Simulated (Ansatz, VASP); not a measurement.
# One calculation of CdS, two programs

The input POSCAR:

```
CdS
1.0
    0.0000000000      2.9392138883      2.9392138883
    2.9392138883      0.0000000000      2.9392138883
    2.9392138883      2.9392138883      0.0000000000
Cd S
1 1
Direct
    0.0000000000      0.0000000000      0.0000000000
    0.2500000000      0.2500000000      0.2500000000
```

File INCAR.step1:

```
PREC = Accurate
ENCUT = 520
EDIFF = 1E-5
ISMEAR = 0
SIGMA = 0.01
LREAL = False
LASPH = True
NELM = 60
ALGO = Normal
ISIF = 2
LWAVE = True
LCHARG = False
NBANDS = 16
GGA = PE
```

INCAR.step2

```
PREC = Accurate
ENCUT = 520
EDIFF = 1E-7
ISMEAR = 0
SIGMA = 0.01
LREAL = False
LASPH = True
NELM = 60
ALGO = Normal
ISIF = 2
LWAVE = False
LCHARG = False
GGA = PE
LHFCALC = True
AEXX = 0.1
HFSCREEN = 0.3
PRECFOCK = Normal
NBANDS = 16
ISTART = 1
```

Contents of KPOINTS:

```
Automatic mesh
0
Gamma
  4 4 4
```

Input for Ansatz:

```yaml
crystal:
  lattice:
    - [0.0, 2.9392138883, 2.9392138883]
    - [2.9392138883, 0.0, 2.9392138883]
    - [2.9392138883, 2.9392138883, 0.0]
  atoms:
    - { symbol: Cd, position: [0.0, 0.0, 0.0] }
    - { symbol: S, position: [0.25, 0.25, 0.25] }
kpoints:
  mp_grid: { grid: [4, 4, 4] }
hamiltonian:
  xc: { exchange: pbe, correlation: pbe, exx: { coeff: 0.1, omega: 0.3 } }
scf:
  occupations: { method: fixed }
  n_extra_bands: 4
output:
  forces: true
  stress: true
  eigenvalues: true
```

Alike in both runs: task single point; functional PBE-based screened hybrid with a share of 0.1 of exact exchange and HFSCREEN = 0.3; k mesh 4 × 4 × 4; no spin polarisation.

|  | VASP | Ansatz |
| --- | --- | --- |
| version | VASP 6.6.1 | Ansatz 0.2.0 |
| potentials or method | VASP PAW PBE potentials, release 64 (Cd, S) | plane waves |
| plane-wave cutoff (eV) | 520 | 420 |
| occupations | gaussian, width 0.01 eV | fixed |
| valence electrons in the cell | 18 | 26 |

```csv
,VASP,Ansatz,Ansatz less VASP
gap on the k mesh at the Fermi level (eV),1.41,1.41,-0.004
pressure (GPa),1.4,1.1,-0.32
```

VASP's potentials were made for PBE, not for PBE-based screened hybrid. VASP's potentials hold 18 valence electrons a cell and Ansatz's 26, so a difference there can come from the potentials and not from the codes. Ansatz's warnings: stress exchange threshold loose, stress scf threshold loose.

The k mesh is coarse, so the values compare programs but aren't converged.
